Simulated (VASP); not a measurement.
Set up this calculation in VASP 6.6.1, as the native input.

| Property | Result |
| --- | --- |
| Task | electric field gradients |
| Functional | r2SCAN |
| Potentials or basis | VASP PAW PBE potentials, release 64 (Mg, O) |
| Cutoff | 580 eV |
| k mesh | 13 × 13 × 13 |
| Occupations | fermi-dirac, width 0.02 eV |
| Spin | no spin polarisation |
| Dipole correction | no |
| Further INCAR settings | ALGO = Normal; EDIFF = 1e-08; NBANDS = 11 |

MgO:

```xyz
2
Lattice="0.0000 2.0185 2.0185 2.0185 0.0000 2.0185 2.0185 2.0185 0.0000" Properties=species:S:1:pos:R:3 pbc="T T T"
Mg    0.0000    0.0000    0.0000
O     2.0185    2.0185    2.0185
```

The input as run:

POSCAR

```
MgO
1.0
    0.0000000000      2.0185000000      2.0185000000
    2.0185000000      0.0000000000      2.0185000000
    2.0185000000      2.0185000000      0.0000000000
Mg O
1 1
Direct
    0.0000000000      0.0000000000      0.0000000000
    0.5000000000      0.5000000000      0.5000000000
```

INCAR.step1

```
SYSTEM = MgO
PREC     = Accurate       ! precision mode
ENCUT    = 580            ! plane-wave cutoff, eV
ISMEAR   = -1             ! smearing method
SIGMA    = 0.02           ! smearing width, eV
LREAL    = .FALSE.        ! projectors in reciprocal space
LASPH    = .TRUE.         ! aspherical terms in the spheres
NELM     = 120            ! most SCF steps
NBANDS   = 11             ! bands
GGA      = PE             ! functional
ALGO     = Normal         ! electronic algorithm
EDIFF    = 1E-5           ! SCF threshold, eV
LWAVE    = .TRUE.         ! write WAVECAR
LCHARG   = .FALSE.        ! write CHGCAR
GGA_COMPAT= .FALSE.
```

INCAR.step2

```
SYSTEM = MgO
PREC     = Accurate       ! precision mode
ENCUT    = 580            ! plane-wave cutoff, eV
EDIFF    = 1E-8           ! SCF threshold, eV
ISMEAR   = -1             ! smearing method
SIGMA    = 0.02           ! smearing width, eV
LREAL    = .FALSE.        ! projectors in reciprocal space
LASPH    = .TRUE.         ! aspherical terms in the spheres
NELM     = 120            ! most SCF steps
ALGO     = Normal         ! electronic algorithm
ISIF     = 2              ! what is computed and relaxed
LWAVE    = .FALSE.        ! write WAVECAR
LCHARG   = .FALSE.        ! write CHGCAR
METAGGA  = R2SCAN         ! meta-GGA
LMIXTAU  = .TRUE.       
LEFG     = .TRUE.       
NBANDS   = 11             ! bands
ISTART   = 1            
GGA_COMPAT= .FALSE.
```

KPOINTS

```
Automatic mesh
0
G
  13 13 13
  0 0 0
```

Potentials or basis: VASP PAW PBE potentials, release 64 (Mg, O).

Command:

```bash
$ cat potpaw_PBE.64/Mg/POTCAR potpaw_PBE.64/O/POTCAR > POTCAR
$ cp INCAR.step1 INCAR
$ mpirun -np 1 vasp_std > vasp.out
$ cp INCAR.step2 INCAR
$ mpirun -np 1 vasp_std > vasp.out
```

Results of the run:

```json
{
  "Pressure": "24.8 GPa",
  "Band gap on the k mesh": "7.00 eV",
  "Largest electric field gradient by atom": "zero within the noise of the run"
}
```

Caveat: the cell stands under pressure; the PAW data sets were made with another functional, which shifts forces and pressure a little; an odd mesh through Γ misses points on the zone boundary, where band edges can lie.

It took 31 s on 1 thread of Intel(R) Xeon(R) 6975P-C (Granite Rapids), on a shared host, peak memory 0.16 GiB.
